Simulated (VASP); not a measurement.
# F2 in VASP: relaxation of the atoms with PBE

Aim: the relaxation of the atoms of F2 with PBE.

Program: VASP 6.6.1. These are calculated values, not measurements. Logs are shortened: lines on timing, memory, paths and dates and some standing lists are left out, and cuts for length are marked.

## 1. The cell of the first run

The cell holds a molecule in a box, 2 atoms: a = 11.000 Å, b = 10.000 Å, c = 10.000 Å, α = 90.00°, β = 90.00°, γ = 90.00°.

## 2. Relaxation of the atoms, PBE (atoms moved at random)

File INCAR:

```
ALGO = Normal ; EDIFF = 1E-7
EDIFFG = -0.002 ; EFERMI = MIDGAP
ENCUT = 800 ; GGA = PE
GGA_COMPAT = False ; IBRION = 2
ISIF = 0 ; ISMEAR = 0
LASPH = True ; LCHARG = False
LREAL = False ; LWAVE = False
NELM = 120 ; NELMDL = -8
NELMIN = 4 ; NSW = 120
PREC = Accurate ; SIGMA = 0.03
```

File KPOINTS:

```
k-points
0
Gamma
  1 1 1
```

File POSCAR:

```
F
1.0
   11.0000000000      0.0000000000      0.0000000000
    0.0000000000     10.0000000000      0.0000000000
    0.0000000000      0.0000000000     10.0000000000
F
2
Direct
    0.4493900000      0.5266390000      0.4710740000
    0.5552340000      0.4772900000      0.5328730000
```

Potentials or basis: VASP PAW PBE potentials, release 64 (F).

Command:

```sh
> cat potpaw_PBE.64/F/POTCAR > POTCAR
> mpirun -np 1 vasp_gam > vasp.out
```

OUTCAR:

```text
EDIFF = 1E-7
   EDIFFG = -0.002
   EFERMI = MIDGAP
   ENCUT = 800
   GGA = PE
   IBRION = 2
   ISIF = 0
   ISMEAR = 0
   LASPH = True
   LREAL = False
   NELM = 120
   NELMDL = -8
   NELMIN = 4
   NSW = 120
   PREC = Accurate

 ion  position               nearest neighbor table
   1  0.449  0.527  0.471-   2 1.41
   2  0.555  0.477  0.533-   1 1.41

  LATTYP: Found a simple tetragonal cell.
 ALAT       =    10.0000000000
 C/A-ratio  =     1.1000000000

  Lattice vectors:

 A1 = (   0.0000000000,  10.0000000000,   0.0000000000)
 A2 = (   0.0000000000,   0.0000000000,  10.0000000000)
 A3 = (  11.0000000000,   0.0000000000,   0.0000000000)

Analysis of symmetry for initial positions (statically):
=====================================================================
 Subroutine PRICEL returns:
 Original cell was already a primitive cell.

 Routine SETGRP: Setting up the symmetry group for a
 simple tetragonal supercell.

 Subroutine GETGRP returns: Found  2 space group operations
 (whereof  1 operations were pure point group operations)
 out of a pool of 16 trial point group operations.

The static configuration has the point symmetry C_1 .
 The point group associated with its full space group is S_2 .

Analysis of symmetry for dynamics (positions and initial velocities):
=====================================================================
 Subroutine PRICEL returns:
 Original cell was already a primitive cell.

 Routine SETGRP: Setting up the symmetry group for a
 simple tetragonal supercell.

 Subroutine GETGRP returns: Found  2 space group operations
 (whereof  1 operations were pure point group operations)
 out of a pool of 16 trial point group operations.

The dynamic configuration has the point symmetry C_1 .
 The point group associated with its full space group is S_2 .

 Subroutine INISYM returns: Found  2 space group operations
 (whereof  1 operations are pure point group operations),
 and found     1 'primitive' translations

----------------------------------------------------------------------------------------

                                     Primitive cell

  volume of cell :    1100.0000

  direct lattice vectors                    reciprocal lattice vectors
    11.000000000  0.000000000  0.000000000     0.090909091  0.000000000  0.000000000
     0.000000000 10.000000000  0.000000000     0.000000000  0.100000000  0.000000000
     0.000000000  0.000000000 10.000000000     0.000000000  0.000000000  0.100000000

  length of vectors
    11.000000000 10.000000000 10.000000000     0.090909091  0.100000000  0.100000000

  position of ions in fractional coordinates (direct lattice)
     0.449390000  0.526639000  0.471074000
     0.555234000  0.477290000  0.532873000

  ion indices of the primitive-cell ions
   primitive index   ion index
                 1           1
                 2           2

----------------------------------------------------------------------------------------

 KPOINTS: k-points

Automatic generation of k-mesh.
 Grid dimensions read from file:
 generate k-points for:    1    1    1

 Generating k-lattice:

  Cartesian coordinates                     Fractional coordinates (reciprocal lattice)
     0.090909091  0.000000000  0.000000000     1.000000000  0.000000000  0.000000000
     0.000000000  0.100000000  0.000000000     0.000000000  1.000000000  0.000000000
     0.000000000  0.000000000  0.100000000     0.000000000  0.000000000  1.000000000

  Length of vectors
     0.090909091  0.100000000  0.100000000

  Shift w.r.t. Gamma in fractional coordinates (k-lattice)
     0.000000000  0.000000000  0.000000000

 Subroutine IBZKPT returns following result:
 ===========================================

 Found      1 irreducible k-points:

 Following reciprocal coordinates:
            Coordinates               Weight
  0.000000  0.000000  0.000000      1.000000
   k-points           NKPTS =      1   k-points in BZ     NKDIM =      1   number of bands    NBANDS=     11
   number of dos      NEDOS =    301   number of ions     NIONS =      2
   total plane-waves  NPLWV = 995328
   dimension x,y,z NGX =   108 NGY =   96 NGZ =   96
   dimension x,y,z NGXF=   216 NGYF=  192 NGZF=  192
   ions per type =               2
   NGX,Y,Z   is equivalent  to a cutoff of  16.32, 15.96, 15.96 a.u.
   NGXF,Y,Z  is equivalent  to a cutoff of  32.64, 31.92, 31.92 a.u.
 SYSTEM =  unknown system
   PREC   = accura    normal or accurate (medium, high low for compatibility)
   ISTART =      0    job   : 0-new  1-cont  2-samecut
   ICHARG =      2    charge: 1-file 2-atom 10-const
   ISPIN  =      1    spin polarized calculation?
   LNONCOLLINEAR =      F non collinear calculations
   LSORBIT =      F    spin-orbit coupling
   LASPH  =      T    aspherical Exc in radial PAW
   ENCUT  =  800.0 eV  58.80 Ry    7.67 a.u.  25.37 23.06 23.06*2*pi/ulx,y,z
   NELM   =    120;   NELMIN=  4; NELMDL= -8     # of ELM steps
   EDIFF  = 0.1E-06   stopping-criterion for ELM
   LREAL  =      F    real-space projection
   EDIFFG = -.2E-02   stopping-criterion for IOM
   NSW    =    120    number of steps for IOM
   IBRION =      2    ionic relax: 0-MD 1-quasi-New 2-CG
   NFREE  =      1    steps in history (QN), initial steepest desc. (CG)
   ISIF   =      0    stress and relaxation
   ISYM   =      2    0-nonsym 1-usesym 2-fastsym
   POTIM  = 0.5000    time-step for ionic-motion
   TEBEG  =    0.0;   TEEND  =   0.0 temperature during run

   SCALEE = 1.0000    scale energy and forces
   PSTRESS=    0.0 pullay stress
   NELECT =      14.0000    total number of electrons
   NUPDOWN=      -1.0000    fix difference up-down
   EMIN   =  10.00;   EMAX   =-10.00  energy-range for DOS
   EFERMI =   0.00;   METHOD = MIDGAP
   ISMEAR =     0;   SIGMA  =   0.03  broadening in eV -4-tet -1-fermi 0-gaus
   EFERMI_NEDOS =   21; number of points for ismear=-14 and -15
   IALGO  =     38    algorithm
   IMIX   =      4    mixing-type and parameters
     AMIX     =   0.40;   BMIX     =  1.00
     AMIX_MAG =   1.60;   BMIX_MAG =  1.00
  volume/ion in A,a.u.               =     550.00      3711.58
  Fermi-wavevector in a.u.,A,eV,Ry     =   0.382226  0.722302  1.987764  0.146097
  Thomas-Fermi vector in A             =   1.318299
   LORBIT       =      0    0 simple, 1 ext, 2 COOP (PROOUT), +10 PAW based schemes
   GGA     = PE    functional components
   LHFCALC =     F    Hartree Fock is set to
   AEXX    =    0.0000 exact exchange contribution
   IVDW    =     0    specifies the selected vdW correction
   LEPSILON=     F    determine dielectric tensor
   LRPA    =     F    only Hartree local field effects (RPA)

   CSHIFT  =0.1000    complex shift for real part using Kramers Kronig

   OMEGAMAX=  -1.0    maximum frequency
 conjugate gradient relaxation of ions
 non-spin polarized calculation
 Gauss-broadening in eV      SIGMA  =   0.03
  energy-cutoff  :      800.00
  volume of cell :     1100.00
 maximum number of plane-waves:     28248
 NGX is ok and might be reduce to   108
   NGX = 51   NGY = 47   NGZ = 47

--------------------------------------- Ionic step        1  -------------------------------------------

 number of electron      14.0000004 magnetization

 Free energy of the ion-electron system (eV)
  ---------------------------------------------------
  ext. energy  EPLUGINS =         0.00000000
  ---------------------------------------------------
  free energy    TOTEN  =        -3.61946287 eV

  energy without entropy =       -3.61946287  energy(sigma->0) =       -3.61946287

------------------------ aborting loop because EDIFF is reached ----------------------------------------

 VOLUME and BASIS-vectors are now :
 -----------------------------------------------------------------------------
  energy-cutoff  :      800.00
  volume of cell :     1100.00
      direct lattice vectors                 reciprocal lattice vectors
    11.000000000  0.000000000  0.000000000     0.090909091  0.000000000  0.000000000
     0.000000000 10.000000000  0.000000000     0.000000000  0.100000000  0.000000000
     0.000000000  0.000000000 10.000000000     0.000000000  0.000000000  0.100000000

 POSITION                                       TOTAL-FORCE (eV/Angst)
 -----------------------------------------------------------------------------------
      4.94329      5.26639      4.71074        -0.466916      0.198508     -0.248153
      6.10757      4.77290      5.32873         0.466916     -0.198508      0.248153
 -----------------------------------------------------------------------------------
    total drift:                                0.000008     -0.000002     -0.000010

  FREE ENERGIE OF THE ION-ELECTRON SYSTEM (eV)
  ---------------------------------------------------
  free  energy   TOTEN  =        -3.6194628746 eV

  energy  without entropy=       -3.6194628746  energy(sigma->0) =       -3.61946287

--------------------------------------- Ionic step        2  -------------------------------------------

 number of electron      14.0000004 magnetization

------------------------ aborting loop because EDIFF is reached ----------------------------------------

 VOLUME and BASIS-vectors are now :
 -----------------------------------------------------------------------------
  energy-cutoff  :      800.00
  volume of cell :     1100.00
      direct lattice vectors                 reciprocal lattice vectors
    11.000000000  0.000000000  0.000000000     0.090909091  0.000000000  0.000000000
     0.000000000 10.000000000  0.000000000     0.000000000  0.100000000  0.000000000
     0.000000000  0.000000000 10.000000000     0.000000000  0.000000000  0.100000000

 POSITION                                       TOTAL-FORCE (eV/Angst)
 -----------------------------------------------------------------------------------
      4.92076      5.27597      4.69877         0.994140     -0.421052      0.527819
      6.13010      4.76332      5.34070        -0.994140      0.421052     -0.527819
 -----------------------------------------------------------------------------------
    total drift:                                0.000025     -0.000007     -0.000004

  FREE ENERGIE OF THE ION-ELECTRON SYSTEM (eV)
  ---------------------------------------------------
  free  energy   TOTEN  =        -3.5993649659 eV

  energy  without entropy=       -3.5993649659  energy(sigma->0) =       -3.59936497

--------------------------------------- Ionic step        3  -------------------------------------------

 number of electron      14.0000006 magnetization

 Free energy of the ion-electron system (eV)
  ---------------------------------------------------
  ext. energy  EPLUGINS =         0.00000000
  ---------------------------------------------------
  free energy    TOTEN  =        -3.62376801 eV

  energy without entropy =       -3.62376801  energy(sigma->0) =       -3.62376801

 E-fermi :  -7.6698     XC(G=0):  -0.4826

 val. band max:       -9.3818096184   @ k =   0.0000   0.0000   0.0000
 cond. band min:      -5.9578549932   @ k =   0.0000   0.0000   0.0000
 fundamental gap:      3.4239546252
 Fermi energy:        -7.6698323058

 k-point     1 :       0.0000    0.0000    0.0000
  band No.  band energies     occupation
      1     -33.8060      2.00000
      2     -27.6659      2.00000
      3     -15.2599      2.00000
      4     -12.6702      2.00000
      5     -12.6702      2.00000
      6      -9.3818      2.00000
      7      -9.3818      2.00000
      8      -5.9579      0.00000
      9      -0.2829      0.00000
     10       0.9928      0.00000
     11       0.9998      0.00000

------------------------ aborting loop because EDIFF is reached ----------------------------------------

 VOLUME and BASIS-vectors are now :
 -----------------------------------------------------------------------------
  energy-cutoff  :      800.00
  volume of cell :     1100.00
      direct lattice vectors                 reciprocal lattice vectors
    11.000000000  0.000000000  0.000000000     0.090909091  0.000000000  0.000000000
     0.000000000 10.000000000  0.000000000     0.000000000  0.100000000  0.000000000
     0.000000000  0.000000000 10.000000000     0.000000000  0.000000000  0.100000000

 POSITION                                       TOTAL-FORCE (eV/Angst)
 -----------------------------------------------------------------------------------
      4.93687      5.26912      4.70733         0.001371      0.000106      0.000470
      6.11399      4.77017      5.33214        -0.001371     -0.000106     -0.000470
 -----------------------------------------------------------------------------------
    total drift:                                0.000023     -0.000010     -0.000011

  FREE ENERGIE OF THE ION-ELECTRON SYSTEM (eV)
  ---------------------------------------------------
  free  energy   TOTEN  =        -3.6237680108 eV

  energy  without entropy=       -3.6237680108  energy(sigma->0) =       -3.62376801

 reached required accuracy - stopping structural energy minimisation
```

Run time: 6.7 min. Hardware: 1 thread of Intel Xeon Platinum 8259CL at 2.50GHz (Skylake/Cascade Lake), shared host; peak memory 1.8 GiB.

Results:

| Item | Value |
| --- | --- |
| Free energy | -3.6238 eV |
| Energy gained by relaxing | 2.2 meV/atom |
| Ionic steps | 3 |
| Gap between the frontier levels | 3.42 eV |

Step by step:
```
step  energy change (eV)  largest force (eV/Å)
   1              0.0000                0.5648
   2              0.0201                1.2017
   3             -0.0043                0.0015
```

Final structure:
```
F
1.0
    11.00000    0.00000    0.00000
     0.00000   10.00000    0.00000
     0.00000    0.00000   10.00000
F
2
Direct
  0.44881 0.52691 0.47073
  0.55582 0.47702 0.53321
```

Caveat: the cell differs from its parent crystal (atoms moved at random).
